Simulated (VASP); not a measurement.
# BiB (I-4m2) in VASP: notebook, part 2 of 2

VASP 6.6.1. Earlier steps stand in the parts before.

### 3 Single point, r2SCAN (uniaxial x strain -5.1%)

POSCAR

```
BiB
1.0
    0.0000000000      2.7448744688      2.7448744688
    2.6048858709      0.0000000000      2.7448744688
    2.6048858709      2.7448744688      0.0000000000
B Bi
1 1
Direct
    0.0000000000      0.0000000000      0.0000000000
    0.2500000000      0.2500000000      0.2500000000
```

INCAR.step1

```
SYSTEM = BiB
ALGO = Normal
EDIFF = 1E-4
ENCUT = 520
GGA = PE
ISMEAR = -1
LASPH = .True.
LCHARG = .False.
LREAL = .False.
LWAVE = .True.
NBANDS = 16
NELM = 60
PREC = Accurate
SIGMA = 0.02
```

INCAR.step2

```
SYSTEM = BiB
ALGO = Normal
EDIFF = 1E-6
ENCUT = 520
ISIF = 2
ISMEAR = -1
ISTART = 1
LASPH = .True.
LCHARG = .False.
LMIXTAU = .True.
LREAL = .False.
LWAVE = .False.
METAGGA = R2SCAN
NBANDS = 16
NELM = 60
PREC = Accurate
SIGMA = 0.02
```

KPOINTS

```
k-points
0
Gamma
  8 8 8
  0 0 0
```

Potentials or basis: VASP PAW PBE potentials, release 64 (B, Bi_d).

The run is started by

```console
$ cat potpaw_PBE.64/B/POTCAR potpaw_PBE.64/Bi_d/POTCAR > POTCAR
$ cp INCAR.step1 INCAR
$ mpirun -np 1 vasp_std > vasp.out
$ cp INCAR.step2 INCAR
$ mpirun -np 1 vasp_std > vasp.out
```

OUTCAR:

```text
SYSTEM = BiB
   EDIFF = 1E-6
   ENCUT = 520
   ISIF = 2
   ISMEAR = -1
   ISTART = 1
   LASPH = .True.
   LREAL = .False.
   METAGGA = R2SCAN
   NELM = 60
   PREC = Accurate

 ion  position               nearest neighbor table
   1  0.000  0.000  0.000-   2 2.34   2 2.34   2 2.34   2 2.34
   2  0.250  0.250  0.250-   1 2.34   1 2.34   1 2.34   1 2.34

  LATTYP: Found a body centered tetragonal cell.
 ALAT       =     3.8818387008
 C/A-ratio  =     1.3420886707

  Lattice vectors:

 A1 = (  -2.6048858709,   0.0000000000,  -2.7448744688)
 A2 = (  -2.6048858709,   0.0000000000,   2.7448744688)
 A3 = (   2.6048858709,   2.7448744688,   0.0000000000)

Analysis of symmetry for initial positions (statically):
=====================================================================
 Subroutine PRICEL returns:
 Original cell was already a primitive cell.

 Routine SETGRP: Setting up the symmetry group for a
 body centered tetragonal supercell.

 Subroutine GETGRP returns: Found  8 space group operations
 (whereof  8 operations were pure point group operations)
 out of a pool of 16 trial point group operations.

The static configuration has the point symmetry D_2d.

Analysis of symmetry for dynamics (positions and initial velocities):
=====================================================================
 Subroutine PRICEL returns:
 Original cell was already a primitive cell.

 Routine SETGRP: Setting up the symmetry group for a
 body centered tetragonal supercell.

 Subroutine GETGRP returns: Found  8 space group operations
 (whereof  8 operations were pure point group operations)
 out of a pool of 16 trial point group operations.

The dynamic configuration has the point symmetry D_2d.

 Subroutine INISYM returns: Found  8 space group operations
 (whereof  8 operations are pure point group operations),
 and found     1 'primitive' translations

----------------------------------------------------------------------------------------

                                     Primitive cell

[... 110 lines left out ...]
     AMIX_MAG =   1.60;   BMIX_MAG =  1.00
  volume/ion in A,a.u.               =      19.63       132.44
  Fermi-wavevector in a.u.,A,eV,Ry     =   1.262441  2.385668 21.684386  1.593757
  Thomas-Fermi vector in A             =   2.395849
   LORBIT       =      0    0 simple, 1 ext, 2 COOP (PROOUT), +10 PAW based schemes
   METAGGA = R2SCAN    functional components
   LHFCALC =     F    Hartree Fock is set to
   AEXX    =    0.0000 exact exchange contribution
   IVDW    =     0    specifies the selected vdW correction
   LEPSILON=     F    determine dielectric tensor
   LRPA    =     F    only Hartree local field effects (RPA)
 non-spin polarized calculation
  energy-cutoff  :      520.00
  volume of cell :       39.25
 maximum number of plane-waves:      1076
 NGX is ok and might be reduce to    30
   NGX = 15   NGY = 15   NGZ = 15

 number of electron      18.0000000 magnetization

 Free energy of the ion-electron system (eV)
  ---------------------------------------------------
  ext. energy  EPLUGINS =         0.00000000
  ---------------------------------------------------
  free energy    TOTEN  =       -64.25661611 eV

  energy without entropy =      -64.25658518  energy(sigma->0) =      -64.25660065

 E-fermi :   8.0927     XC(G=0): -11.0188

 val. band max:        8.0314486837   @ k =   0.0000   0.0000   0.0000
 cond. band min:       8.1683612745   @ k =   0.0000   0.3750   0.3750
 fundamental gap:      0.1369125907
 Fermi energy:         8.0927427291

 k-point     1 :       0.0000    0.0000    0.0000
  band No.  band energies     occupation
      1     -16.2585      2.00000
      2     -16.2585      2.00000
      3     -16.2311      2.00000
      4     -16.1285      2.00000
      5     -16.1285      2.00000
      6      -7.5293      2.00000
[... 433 lines left out ...]
      3     -16.2061      2.00000
      4     -16.1234      2.00000
      5     -16.1196      2.00000
      6      -6.2058      2.00000
[... 8 lines left out ...]
     15      17.3970      0.00000
     16      19.3378      0.00000

 [... further k-points ...]

------------------------ aborting loop because EDIFF is reached ----------------------------------------

  FORCE on cell =-STRESS in cart. coord.  units (eV):
  Direction    XX          YY          ZZ          XY          YZ          ZX
  --------------------------------------------------------------------------------------
  -------------------------------------------------------------------------------------
  Total        1.9355916      0.7311391      0.7311391      0.0000000      0.0000000      0.0000000
  in kB       79.0061024     29.8433037     29.8433037      0.0000000      0.0000000      0.0000000
  external PRESSURE =      46.2309033 kB  Pullay stress =       0.0000000 kB

 VOLUME and BASIS-vectors are now :
 -----------------------------------------------------------------------------
  energy-cutoff  :      520.00
  volume of cell :       39.25
      direct lattice vectors                 reciprocal lattice vectors
     0.000000000  2.744874469  2.744874469    -0.191946989  0.182157693  0.182157693
     2.604885871  0.000000000  2.744874469     0.191946989 -0.182157693  0.182157693
     2.604885871  2.744874469  0.000000000     0.191946989  0.182157693 -0.182157693

 POSITION                                       TOTAL-FORCE (eV/Angst)
 -----------------------------------------------------------------------------------
      0.00000      0.00000      0.00000        -0.000000     -0.000000     -0.000000
      1.30244      1.37244      1.37244         0.000000      0.000000      0.000000
 -----------------------------------------------------------------------------------
    total drift:                                0.000002     -0.000034     -0.000034

  FREE ENERGIE OF THE ION-ELECTRON SYSTEM (eV)
  ---------------------------------------------------
  free  energy   TOTEN  =       -64.2566161126 eV

  energy  without entropy=      -64.2565851801  energy(sigma->0) =      -64.25660065
```

OUTCAR.step1:

```text
SYSTEM = BiB
   EDIFF = 1E-4
   ENCUT = 520
   GGA = PE
   ISMEAR = -1
   LASPH = .True.
   LREAL = .False.
[... 677 lines left out ...]
      0.00000      0.00000      0.00000         0.000000     -0.000000     -0.000000
      1.30244      1.37244      1.37244        -0.000000      0.000000      0.000000
 -----------------------------------------------------------------------------------
    total drift:                               -0.000001      0.000001      0.000001

  FREE ENERGIE OF THE ION-ELECTRON SYSTEM (eV)
  ---------------------------------------------------
  free  energy   TOTEN  =        -8.9228802488 eV

  energy  without entropy=       -8.9227589051  energy(sigma->0) =       -8.92281958
```

OSZICAR.step1:

```text
N       E                     dE             d eps       ncg     rms          rms(c)
DAV:   1     0.131795130761E+03    0.13180E+03   -0.98487E+03  1896   0.135E+03
DAV:   2    -0.109057884658E+01   -0.13289E+03   -0.12801E+03  2040   0.350E+02
DAV:   3    -0.954148782038E+01   -0.84509E+01   -0.84150E+01  2448   0.847E+01
DAV:   4    -0.973013506769E+01   -0.18865E+00   -0.18862E+00  2440   0.137E+01
DAV:   5    -0.973682228523E+01   -0.66872E-02   -0.66871E-02  2608   0.230E+00    0.407E+00
DAV:   6    -0.895027428357E+01    0.78655E+00   -0.15325E+00  2472   0.888E+00    0.150E+00
DAV:   7    -0.892510187222E+01    0.25172E-01   -0.21371E-01  2288   0.230E+00    0.768E-01
DAV:   8    -0.892301390982E+01    0.20880E-02   -0.22961E-02  2576   0.152E+00    0.114E-01
DAV:   9    -0.892278295322E+01    0.23096E-03   -0.30125E-03  2488   0.618E-01    0.536E-02
DAV:  10    -0.892288024880E+01   -0.97296E-04   -0.33902E-04  2280   0.157E-01
   1 F= -.89228802E+01 E0= -.89228196E+01  d E =-.121344E-03
```

It took 1.7 min on 1 thread of Intel Xeon Platinum 8488C (Sapphire Rapids), shared host; peak memory 0.19 GiB.

Results:

| Quantity | Value |
| --- | --- |
| Free energy | -64.2566 eV |
| Pressure | 4.6 GPa |
| Band gap on the k mesh | 0.14 eV, indirect (least direct gap 0.51 eV) |

Levels at points of the mesh, in eV from the valence-band top:
```
           k point  band 7  band 8  band 9  band 10  band 11  band 12
(0.00, 0.00, 0.00)   -0.43   -0.43    0.00     0.51     2.52     2.84
(0.50, 0.00, 0.00)   -8.75   -2.35   -1.86     0.39     4.04     4.45
(0.50, 0.50, 0.00)   -9.03   -4.07   -4.00     0.88     1.02     8.76
(0.00, 0.50, 0.50)   -8.69   -4.45   -4.45     0.37     0.49     9.29
```

Caveat: the cell differs from its parent crystal (uniaxial x strain -5.1%); the PAW data sets were made with another functional, which shifts forces and pressure a little; spin-orbit coupling is left out, which moves the levels of the heavy elements. A k mesh can miss the band edges.
